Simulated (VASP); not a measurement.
The system is PbSe.

```xyz
2
Lattice="0.0000 3.0500 3.0500 3.0500 0.0000 3.0500 3.0500 3.0500 0.0000" Properties=species:S:1:pos:R:3 pbc="T T T"
Pb    0.0000    0.0000    0.0000
Se    3.0500    3.0500    3.0500
```

| Quantity | Value |
| --- | --- |
| Program | VASP 6.6.1 |
| Task | relaxation of cell and atoms |
| Functional | r2SCAN |
| Potentials or basis | VASP PAW PBE potentials, release 64 (Pb_d, Se) |
| Cutoff | 600 eV |
| k mesh | 10 × 10 × 10 |
| Occupations | gaussian, width 0.01 eV |
| Spin | no spin polarisation |

At the start: pressure 2.2 GPa; volume 28.37 Å³/atom.

Problem. Where does the relaxation end?

Solution. Over 3 steps the energy falls by 7.3 meV/atom and the volume is 29.49 Å³/atom (+3.9 %); space group Fm-3m (No. 225, to 0.1 Å) before and after.

Step by step:
```
step  energy change (eV)  largest force (eV/Å)  pressure (GPa)  volume (Å³)
   1              0.0000                0.0000            2.17        56.75
   2             -0.0120                0.0000           -0.83        59.97
   3             -0.0146                0.0000            0.01        58.97
```

Final structure:
```yaml
crystal:
  lattice:
    - [0.00000, 3.08939, 3.08939]
    - [3.08939, 0.00000, 3.08939]
    - [3.08939, 3.08939, 0.00000]
  atoms:
    - { symbol: Pb, position: [0.00000, 0.00000, 0.00000] }
    - { symbol: Se, position: [0.50000, 0.50000, 0.50000] }
```

Caveat: the PAW data sets were made with another functional, which shifts forces and pressure a little.
